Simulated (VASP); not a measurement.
A run of VASP 6.6.1 is set up as follows.

File INCAR:

```
  ALGO = Normal
  EDIFF = 1E-7
  ENCUT = 520
  GGA = PE
  ISIF = 2
  ISMEAR = 0
  LASPH = T
  LCHARG = F
  LREAL = F
  LWAVE = F
  NBANDS = 31
  NELM = 60
  PREC = Accurate
  SIGMA = 0.1
```

Contents of KPOINTS:

```
k-points
0
Gamma
  6 6 4
```

File POSCAR:

```
Ba2Hf2O
1.0
    5.5000023300      0.0000000000      0.0000000000
   -2.7500011600      4.7631417400      0.0000000000
    0.0000000000      0.0000000000      5.4622499300
Ba Hf O
2 2 1
Direct
    0.3333333300      0.6666666700      0.6890326200
    0.6666666700      0.3333333300      0.6890326200
    0.3333333300      0.6666666700      0.1886829000
    0.6666666700      0.3333333300      0.1886829000
    0.0000000000      0.0000000000      0.0424149200
```

Potentials or basis: VASP PAW PBE potentials, release 64 (Ba_sv, Hf_pv, O).

Command:

```bash
$ cat potpaw_PBE.64/Ba_sv/POTCAR potpaw_PBE.64/Hf_pv/POTCAR potpaw_PBE.64/O/POTCAR > POTCAR
$ mpirun -np 1 vasp_std > vasp.out
```

Question: What does it give for the band gap on the k mesh?

Answer: Zero (band 23 reaches 3.51 eV, above the bottom of band 24 at 2.25 eV).

Question: Estimate the pressure.

Answer: 4.4 GPa.

Stress tensor (GPa, compression positive):
```
-4.96  0.00  0.00
 0.00 -4.96  0.00
 0.00  0.00 23.25
```

Caveat: spin-orbit coupling is left out, which moves the levels of the heavy elements.
